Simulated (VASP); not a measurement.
Write the native input for VASP 6.6.1 that does the following.

* Task: single point
* Functional: PBE
* Dispersion: D3(BJ)
* Potentials or basis: VASP PAW PBE potentials, release 64 (C)
* Cutoff: 520 eV
* k mesh: 15 × 15 × 15
* Occupations: gaussian, width 0.05 eV
* Spin: no spin polarisation
* Dipole correction: no
* Further INCAR settings: ALGO = Normal; EDIFF = 1e-07; NBANDS = 11

The structure of C lies in POSCAR:

```
C
1.0
    1.2632929494      0.7293625244      3.4449600376
   -1.2632929494      0.7293625244      3.4449600376
    0.0000000000     -1.4587250488      3.4449600375
C
2
Direct
    0.1647112226      0.1647112226      0.1647112226
    0.8352887774      0.8352887774      0.8352887774
```

These files were run (other wordings do the same):

INCAR

```
SYSTEM = C
PREC = Accurate
ENCUT = 520
EDIFF = 1E-7
ISMEAR = 0
SIGMA = 0.05
LREAL = .FALSE.
LASPH = .TRUE.
NELM = 80
ALGO = Normal
ISIF = 2
LWAVE = .FALSE.
LCHARG = .TRUE.
GGA = PE
IVDW = 12
LELF = .TRUE.
LVHAR = .TRUE.
NBANDS = 11
```

KPOINTS

```
Automatic mesh
0
G
  15 15 15
  0 0 0
```

Potentials or basis: VASP PAW PBE potentials, release 64 (C).

Run with:

```console
$ cat potpaw_PBE.64/C/POTCAR > POTCAR
$ mpirun -np 1 vasp_std > vasp.out
```

Results of the run:

* Pressure: -18.4 GPa
* Largest force: 0.647 eV/Å
* Band gap on the k mesh: 0.64 eV, direct
* Dispersion energy per atom: -0.148 eV

Run time: 47 s on 1 thread of Intel(R) Xeon(R) 6975P-C (Granite Rapids) (shared host), peak memory 0.2 GiB.
